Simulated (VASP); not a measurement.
Li3Sc:

```xyz
4
Lattice="4.3459 0.0000 0.0000 0.0000 4.3459 0.0000 0.0000 0.0000 4.3459" Properties=species:S:1:pos:R:3 pbc="T T T"
Li    0.0000    2.1729    2.1729
Li    2.1729    0.0000    2.1729
Li    2.1729    2.1729    0.0000
Sc    0.0000    0.0000    0.0000
```

```yaml
Program: VASP 6.6.1
Task: relaxation of cell and atoms
Functional: PBE
Potentials_or_basis: VASP PAW PBE potentials, release 64 (Li_sv, Sc_sv)
Cutoff: 600 eV
k_mesh: 10 × 10 × 10
Occupations: gaussian, width 0.1 eV
Spin: no spin polarisation
```

At the start: pressure 0.9 GPa; volume 20.52 Å³/atom.

Question: How do energy, volume and symmetry change on relaxing?

Answer: Over 4 steps the energy falls by 2.0 meV/atom and the volume is 21.33 Å³/atom (+4.0 %); space group Pm-3m (No. 221, to 0.1 Å) before and after.

The path:
```tsv
step	energy change (eV)	largest force (eV/Å)	pressure (GPa)	volume (Å³)
1	0.0000	0.0000	0.85	82.08
2	-0.0055	0.0000	0.48	83.38
3	-0.0080	0.0000	0.13	84.80
4	-0.0081	0.0000	-0.04	85.32
```

Final structure:
```cif
data_structure
_symmetry_space_group_name_H-M 'P 1'
_symmetry_Int_Tables_number 1
_cell_length_a 4.4023
_cell_length_b 4.4023
_cell_length_c 4.4023
_cell_angle_alpha 90.000
_cell_angle_beta 90.000
_cell_angle_gamma 90.000
_cell_volume 85.32
loop_
_atom_site_label
_atom_site_type_symbol
_atom_site_fract_x
_atom_site_fract_y
_atom_site_fract_z
_atom_site_occupancy
Li1 Li 0.00000 0.50000 0.50000 1
Li2 Li 0.50000 0.00000 0.50000 1
Li3 Li 0.50000 0.50000 0.00000 1
Sc1 Sc 0.00000 0.00000 0.00000 1
```

Caveat: the cutoff is under 1.25 times the usual one of these potentials, so pressure, stress and relaxed cells hold a basis-set (Pulay) error.
